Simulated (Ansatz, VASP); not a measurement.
## One calculation of MgO, two programs

```xyz
2
Lattice="0.0000 2.0970 2.0970 2.0970 0.0000 2.0970 2.0970 2.0970 0.0000" Properties=species:S:1:pos:R:3 pbc="T T T"
Mg    0.0000    0.0000    0.0000
O     2.0970    2.0970    2.0970
```

Alike in both runs: task single point; functional PBE; k mesh 11 × 11 × 11; occupations gaussian, width 0.016 eV; no spin polarisation.

```csv
,VASP,Ansatz
version,VASP 6.6.1,Ansatz 0.2.0
potentials or method,"VASP PAW PBE potentials, release 64 (Mg, O), cutoff 520 eV","all-electron LAPW, scalar-relativistic"
```

Ansatz gave:

| Quantity | Value |
| --- | --- |
| gap on the k mesh at the Fermi level (eV) | 4.86 |
| least direct gap on the mesh (eV) | 4.86 |
| pressure (GPa) | 7.0 |

Q: What did VASP give for the same quantities?

A: gap on the k mesh at the Fermi level (eV): 4.85; least direct gap on the mesh (eV): 4.85; pressure (GPa): 6.2.

Ansatz ran all-electron here, and VASP with PAW potentials.
